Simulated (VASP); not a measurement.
Input of a VASP 6.6.1 run:

Contents of INCAR:

```
SYSTEM = Cd
  PREC = Accurate
  ENCUT = 520
  EDIFF = 1E-8
  ISMEAR = -1
  SIGMA = 0.05
  LREAL = .FALSE.
  LASPH = .TRUE.
  NELM = 80
  ALGO = Normal
  ISIF = 2
  LWAVE = .FALSE.
  LCHARG = .FALSE.
  GGA = PE
  LEFG = .TRUE.
  NBANDS = 19
```

File KPOINTS:

```
Automatic mesh
0
G
  14 14 7
  0 0 0
```

Contents of POSCAR:

```
Cd
1.0
    2.9588794728      0.0000000000      0.0000000000
   -1.4794397363      2.5624647901      0.0000000000
    0.0000000000      0.0000000000      5.5799465150
Cd
2
Direct
    0.3333333333      0.6666666667      0.2500000000
    0.6666666667      0.3333333333      0.7500000000
```

Potentials or basis: VASP PAW PBE potentials, release 64 (Cd).

The run is started by

```sh
$ cat potpaw_PBE.64/Cd/POTCAR > POTCAR
$ mpirun -np 1 vasp_std > vasp.out
```

(1) Predict the band gap on the k mesh.

(2) Predict the pressure.

## Answers

(1) zero (band 12 reaches 4.45 eV, above the bottom of band 13 at 0.11 eV).

(2) 4.7 GPa.

Caveat: without QUAD_EFG the Cq values of the log hold for a quadrupole moment of 1 mb, not for the nuclei.
